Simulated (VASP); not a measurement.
Set up this calculation in VASP 6.6.1, as the native input.

| Item | Value |
| --- | --- |
| Task | single point |
| Functional | PBE |
| Potentials or basis | VASP PAW PBE potentials, release 64 (Li_sv, F) |
| Cutoff | 520 eV |
| k mesh | 9 × 9 × 6 |
| Occupations | gaussian, width 0.05 eV |
| Spin | no spin polarisation |
| Dipole correction | no |
| Further INCAR settings | ALGO = Normal; EDIFF = 1e-07; NBANDS = 18 |

The structure of LiF lies in POSCAR:

```
LiF
1.0
    3.2140071864      0.0000000000      0.0000000000
   -1.6070035932      2.7834118714      0.0000000000
    0.0000000000      0.0000000000      4.6368481678
Li F
2 2
Direct
    0.3333333333      0.6666666667      0.3300704633
    0.6666666667      0.3333333333      0.8300704633
    0.3333333333      0.6666666667      0.9939266766
    0.6666666667      0.3333333333      0.4939266766
```

This cell differs from its parent crystal: c/a of the conventional cell at fixed volume 1.4427.

The input as run:

INCAR

```
PREC = Accurate
ENCUT = 520
EDIFF = 1E-7
ISMEAR = 0
SIGMA = 0.05
LREAL = False
LASPH = True
NELM = 60
ALGO = Normal
ISIF = 2
LWAVE = False
LCHARG = False
GGA = PE
NBANDS = 18
```

KPOINTS

```
regular mesh
0
Gamma
  9 9 6
```

Potentials or basis: VASP PAW PBE potentials, release 64 (Li_sv, F).

Launch:

```bash
$ cat potpaw_PBE.64/Li_sv/POTCAR potpaw_PBE.64/F/POTCAR > POTCAR
$ mpirun -np 1 vasp_std > vasp.out
```

It gave:

- Largest force: 2.744 eV/Å
- Band gap on the k mesh: 7.57 eV, direct

Caveat: forces of over 1 eV/Å act on the atoms, so gaps and moduli don't describe the material at rest.

Wall time 20 s on 1 thread of AMD EPYC 9R45 96-Core Processor (Zen 5), on a shared host, peak memory 0.13 GiB.
